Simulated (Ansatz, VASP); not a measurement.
## Two plane-wave programs on GaP

```
Ga P
1.0
     0.00000    2.71033    2.71033
     2.71033    0.00000    2.71033
     2.71033    2.71033    0.00000
Ga P
1 1
Direct
  0.00000 0.00000 0.00000
  0.25000 0.25000 0.25000
```

Alike in both runs: task relaxation of cell and atoms; functional PBEsol; k mesh 12 × 12 × 12; occupations fermi-dirac, width 0.05 eV; no spin polarisation.

|  | VASP | Ansatz |
| --- | --- | --- |
| version | VASP 6.6.1 | Ansatz 0.2.0 |
| potentials or method | VASP PAW PBE potentials, release 64 (Ga_d, P) | PAW with Ansatz's default frozen-core files, scalar-relativistic |
| plane-wave cutoff (eV) | 600 | 420 |
| valence electrons in the cell | 18 | 18 |

|  | VASP | Ansatz | Ansatz less VASP |
| --- | --- | --- | --- |
| relaxed volume (Å³/atom) | 20.09 | 20.11 | +0.016 |
| relaxed cell length with the largest relative difference (Å) | 3.845 | 3.846 | +0.0010 |

VASP's potentials were made for PBE, not for PBEsol.
